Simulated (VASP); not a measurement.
**SnO2: single point with LDA**

Crystal: SnO2.

```
Sn O
1.0
    -3.14315    3.25656    3.27244
     3.14315   -3.25656    3.27244
     3.25882    3.36606   -3.27244
Sn O
4 8
Direct
  0.00000 0.25000 0.75000
  0.00000 0.75000 0.25000
  0.50000 0.50000 0.50000
  0.50000 0.00000 0.00000
  0.19367 0.19367 0.50000
  0.69424 0.74667 0.94092
  0.19367 0.69367 0.00000
  0.30576 0.75333 0.55908
  0.69424 0.24667 0.44092
  0.30576 0.25333 0.05908
  0.80633 0.30633 0.00000
  0.80633 0.80633 0.50000
```

This cell differs from its parent crystal: biaxial strain in the a-b plane: -2.0 %, then relaxed in part.

```yaml
Program: VASP 6.6.1
Task: single point
Functional: LDA
Potentials_or_basis: VASP PAW LDA potentials, release 64 (Sn_d, O)
Cutoff: 520 eV
k_mesh: 6 × 6 × 6
Occupations: gaussian, width 0.02 eV
Spin: no spin polarisation
```

```json
{"Pressure": "6.4 GPa", "Largest force": "0.019 eV/Å", "Band gap on the k mesh": "1.44 eV"}
```

Forces in eV/Å, atoms in the order of the input:
```
Sn   0.000  0.000  0.000
Sn   0.000  0.000  0.000
Sn   0.000  0.000  0.000
Sn   0.000  0.000  0.000
O    0.000  0.000  0.014
O   -0.011  0.015  0.000
O    0.000  0.000  0.014
O    0.011 -0.015  0.000
O   -0.011  0.015  0.000
O    0.011 -0.015  0.000
O    0.000  0.000 -0.014
O    0.000  0.000 -0.014
```

Stress tensor (GPa, compression positive):
```
 4.80 -3.50  0.00
-3.50  4.61  0.00
 0.00  0.00  9.78
```

Levels at points of the mesh, in eV from the valence-band top:
| k point | band 50 | band 51 | band 52 | band 53 | band 54 | band 55 |
| --- | --- | --- | --- | --- | --- | --- |
| (0.00, 0.00, 0.00) | -0.79 | -0.78 | 0.00 | 1.44 | 4.96 | 5.03 |
| (0.50, 0.00, 0.00) | -0.65 | -0.63 | -0.58 | 4.55 | 4.64 | 6.58 |
| (0.00, 0.50, 0.00) | -0.88 | -0.52 | -0.52 | 4.73 | 4.73 | 6.35 |
| (0.50, 0.50, 0.00) | -0.86 | -0.63 | -0.63 | 4.74 | 4.74 | 6.26 |
| (0.00, 0.00, 0.50) | -0.80 | -0.48 | -0.48 | 4.76 | 4.76 | 6.29 |
| (0.50, 0.50, 0.50) | -1.23 | -0.97 | -0.84 | 4.92 | 5.00 | 6.33 |

Run time: 33 min on 1 thread of Intel Xeon 8259CL, on a shared host, peak memory 0.48 GiB.

Caveat: the cell differs from its parent crystal (biaxial strain in the a-b plane: -2.0 %, then relaxed in part); the stress differs along the axes, from 5 to 10 GPa; spin-orbit coupling is left out, which moves the levels of the heavy elements.
